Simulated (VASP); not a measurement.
**Ti3AgN: relaxation of cell and atoms with r2SCAN**

The system is Ti3AgN.

```xyz
5
Lattice="4.0743 0.0000 0.0000 0.0000 4.0743 0.0000 0.0000 0.0000 4.0743" Properties=species:S:1:pos:R:3 pbc="T T T"
Ag    0.0000    0.0000    0.0000
N     2.0371    2.0371    2.0371
Ti    0.0000    2.0371    2.0371
Ti    2.0371    0.0000    2.0371
Ti    2.0371    2.0371    0.0000
```

```json
{
 "Program": "VASP 6.6.1",
 "Task": "relaxation of cell and atoms",
 "Functional": "r2SCAN",
 "Potentials or basis": "VASP PAW PBE potentials, release 64 (Ag, N, Ti_sv)",
 "Cutoff": "600 eV",
 "k mesh": "5 × 5 × 5",
 "Occupations": "fermi-dirac, width 0.0651 eV",
 "Spin": "no spin polarisation",
 "Dipole correction": "no",
 "Further INCAR settings": "ALGO = Normal; EDIFF = 1e-06; IBRION = 2; EDIFFG = -0.01; NSW = 60; ISIF = 3"
}
```

* Relaxed volume: 14.16 Å³/atom
* Relaxed cell: a = 4.137 Å, b = 4.137 Å, c = 4.137 Å, α = 90.00°, β = 90.00°, γ = 90.00°
* Space group after relaxing (to 0.05 Å): Pm-3m (No. 221)
* Energy gained by relaxing: 16.2 meV/atom
* Ionic steps: 3
* Pressure after relaxing: -0.1 GPa
* Band gap on the k mesh: zero (band 26 reaches 9.60 eV, above the bottom of band 27 at 8.82 eV)

The path:
| step | energy change (eV) | largest force (eV/Å) | pressure (GPa) | volume (Å³) |
| --- | --- | --- | --- | --- |
| 1 | 0.0000 | 0.0000 | 8.72 | 67.63 |
| 2 | 0.0520 | 0.0000 | -9.28 | 75.10 |
| 3 | -0.0812 | 0.0000 | -0.10 | 70.78 |

Final structure:
```cif
data_structure
_symmetry_space_group_name_H-M 'P 1'
_symmetry_Int_Tables_number 1
_cell_length_a 4.1365
_cell_length_b 4.1365
_cell_length_c 4.1365
_cell_angle_alpha 90.000
_cell_angle_beta 90.000
_cell_angle_gamma 90.000
_cell_volume 70.78
loop_
_atom_site_label
_atom_site_type_symbol
_atom_site_fract_x
_atom_site_fract_y
_atom_site_fract_z
_atom_site_occupancy
Ag1 Ag 0.00000 0.00000 0.00000 1
N1 N 0.50000 0.50000 0.50000 1
Ti1 Ti 0.00000 0.50000 0.50000 1
Ti2 Ti 0.50000 0.00000 0.50000 1
Ti3 Ti 0.50000 0.50000 0.00000 1
```

Levels at points of the mesh, in eV from the Fermi level:
```csv
k point,band 24,band 25,band 26,band 27,band 28,band 29
"(0.00, 0.00, 0.00)",-1.17,-1.17,-0.38,-0.38,1.88,1.88
```

It took 5.3 min on 1 thread of AMD EPYC 9R45 96-Core Processor (Zen 5), with other jobs on the host, peak memory 0.22 GiB.

Caveat: the PAW data sets were made with another functional, which shifts forces and pressure a little.
